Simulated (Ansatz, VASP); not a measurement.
One calculation of BP, two programs

```
B P
1.0
     0.00000    2.25661    2.25661
     2.25661    0.00000    2.25661
     2.25661    2.25661    0.00000
B P
1 1
Direct
  0.00000 0.00000 0.00000
  0.75000 0.75000 0.75000
```

Alike in both runs: task single point; functional LDA; k mesh 8 × 8 × 8; no spin polarisation.

```csv
,VASP,Ansatz
version,VASP 6.6.1,Ansatz 0.2.0
potentials or method,"VASP PAW LDA potentials, release 64 (B, P)","PAW with Ansatz's default frozen-core files, scalar-relativistic"
plane-wave cutoff (eV),520,420
occupations,"gaussian, width 0.01 eV",fixed
valence electrons in the cell,8,8
```

```csv
,VASP,Ansatz,Ansatz less VASP
gap on the k mesh at the Fermi level (eV),1.20,1.20,0.000
pressure (GPa),-2.7,-2.6,+0.11
```

LDA's correlation is that of Perdew and Zunger in VASP and of Perdew and Wang (1992) in Ansatz.
